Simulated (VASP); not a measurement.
Set up this calculation in VASP 6.6.1, as the native input.

| Quantity | Value |
| --- | --- |
| Task | single point |
| Functional | PBE |
| Potentials or basis | VASP PAW PBE potentials, release 64 (Al, B, Sb, P) |
| Cutoff | 520 eV |
| k mesh | 3 × 3 × 3 |
| Occupations | gaussian, width 0.2 eV |
| Spin | no spin polarisation |
| Dipole correction | no |
| Further INCAR settings | ALGO = Normal; EDIFF = 1e-06; NBANDS = 25 |

The structure of Al4BSbP2 lies in POSCAR:

```
Al4BSbP2
1.0
    5.4054754989      0.0000000000      0.0000000000
    0.0000000000      5.4054754989      0.0000000000
    0.0000000000      0.0000000000      5.7674719696
Al B Sb P
4 1 1 2
Direct
    0.2091269172      0.7908730828      0.7457103317
    0.7908730828      0.2091269172      0.7457103317
    0.7908730828      0.7908730828      0.2542896683
    0.2091269172      0.2091269172      0.2542896683
    0.0000000000      0.0000000000      0.0000000000
    0.5000000000      0.5000000000      0.0000000000
    0.0000000000      0.5000000000      0.5000000000
    0.5000000000      0.0000000000      0.5000000000
```

One way to write it, as run:

INCAR

```
SYSTEM = Al4BSbP2
PREC = Accurate
ENCUT = 520
EDIFF = 1E-6
ISMEAR = 0
SIGMA = 0.2
LREAL = .False.
LASPH = .True.
NELM = 60
ALGO = Normal
ISIF = 2
LWAVE = .False.
LCHARG = .True.
GGA = PE
LELF = .True.
LVHAR = .True.
NBANDS = 25
```

KPOINTS

```
regular mesh
0
Gamma
  3 3 3
  0 0 0
```

Potentials or basis: VASP PAW PBE potentials, release 64 (Al, B, Sb, P).

Command:

```console
$ cat potpaw_PBE.64/Al/POTCAR potpaw_PBE.64/B/POTCAR potpaw_PBE.64/Sb/POTCAR potpaw_PBE.64/P/POTCAR > POTCAR
$ mpirun -np 1 vasp_std > vasp.out
```

It gave:

```json
{
 "Pressure": "-0.2 GPa",
 "Largest force": "0.023 eV/Å",
 "Band gap on the k mesh": "zero (bands 15 and 16 overlap by 0.40 eV)"
}
```

Caveat: the k points lie up to 0.39 Å⁻¹ apart; semilocal functionals underestimate gaps, so a narrow gap can read as zero; spin-orbit coupling is left out, which moves the levels of the heavy elements.

It took 44 s on 1 thread of Intel Xeon 8259CL, with other jobs on the host, peak memory 0.27 GiB.
